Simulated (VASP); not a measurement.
Set up this calculation in VASP 6.6.1, as the native input.

- Task: single point
- Functional: PBEsol
- Potentials or basis: VASP PAW PBE potentials, release 64 (Ti_sv, N)
- Cutoff: 520 eV
- k mesh: 4 × 4 × 1
- Occupations: gaussian, width 0.1 eV
- Spin: collinear spin
- Starting moments: [1.0, 1.0, 1.0, 1.0, 1.0, 1.0, 1.0, 0.0, 0.0, 0.0, 0.0, 0.0, 0.0, 0.0] μB
- Dipole correction: yes
- Further INCAR settings: ALGO = Normal; EDIFF = 1e-06; NBANDS = 76; NELMDL = -8

The structure of TiN lies in POSCAR:

```
TiN
1.0
    2.9725587320      0.0000000000      0.0000000000
    0.0000000000      2.9725587320      0.0000000000
    0.0000000000      0.0000000000     28.7376064830
Ti N
7 7
Direct
    0.5000000000      0.5000000000      0.2842489990
    1.0000000000      0.0000000000      0.3535995789
    0.5000000000      0.5000000000      0.4267580502
    0.0000000000      0.0000000000      0.4999999970
    0.5000000000      0.5000000000      0.5732419388
    0.0000000000      0.0000000000      0.6464004189
    0.5000000000      0.5000000000      0.7157510017
    1.0000000000      0.0000000000      0.2783808737
    0.5000000000      0.5000000000      0.3533507533
    0.0000000001      0.0000000000      0.4268498443
    0.5000000000      0.5000000000      0.4999999945
    0.0000000000      0.0000000000      0.5731501478
    0.5000000000      0.5000000000      0.6466492428
    0.0000000001      0.0000000001      0.7216191263
```

The input as run:

INCAR

```
PREC     = Accurate       # precision mode
ENCUT    = 520            # plane-wave cutoff, eV
EDIFF    = 1E-6           # SCF threshold, eV
ISMEAR   = 0              # smearing method
SIGMA    = 0.1            # smearing width, eV
LREAL    = False          # projectors in reciprocal space
LASPH    = True           # aspherical terms in the spheres
NELM     = 200            # most SCF steps
ALGO     = Normal         # electronic algorithm
ISIF     = 2              # what is computed and relaxed
LWAVE    = False          # write WAVECAR
LCHARG   = False          # write CHGCAR
ISPIN    = 2              # spin polarisation
MAGMOM   = 1 1 1 1 1 1 1 0 0 0 0 0 0 0 # initial moments
LORBIT   = 11             # projections on sites
LMAXMIX  = 4              # l up to which the mixer works
LDIPOL   = True         
IDIPOL   = 3            
DIPOL    = 0.5 0.5 0.500
GGA      = PS             # functional
NBANDS   = 76             # bands
GGA_COMPAT= False        
NELMDL   = -8
```

KPOINTS

```
regular mesh
0
Gamma
  4 4 1
```

Potentials or basis: VASP PAW PBE potentials, release 64 (Ti_sv, N).

The run is started by

```console
$ cat potpaw_PBE.64/Ti_sv/POTCAR potpaw_PBE.64/N/POTCAR > POTCAR
$ mpirun -np 1 vasp_std > vasp.out
```

It gave:

```json
{
 "Largest force": "0.337 eV/Å",
 "Net moment": "0.00 μB per cell",
 "Valence electrons inside the program's atomic spheres": "Ti 10.38, 10.47, 10.44, 10.45 (each value once); N 3.68, 3.76, 3.75 (each value once)"
}
```

Caveat: the k points lie up to 0.53 Å⁻¹ apart; the PAW data sets were made with another functional, which shifts forces and pressure a little.

Wall time 29 min on 1 thread of Intel Xeon 8259CL (shared host), peak memory 0.52 GiB.
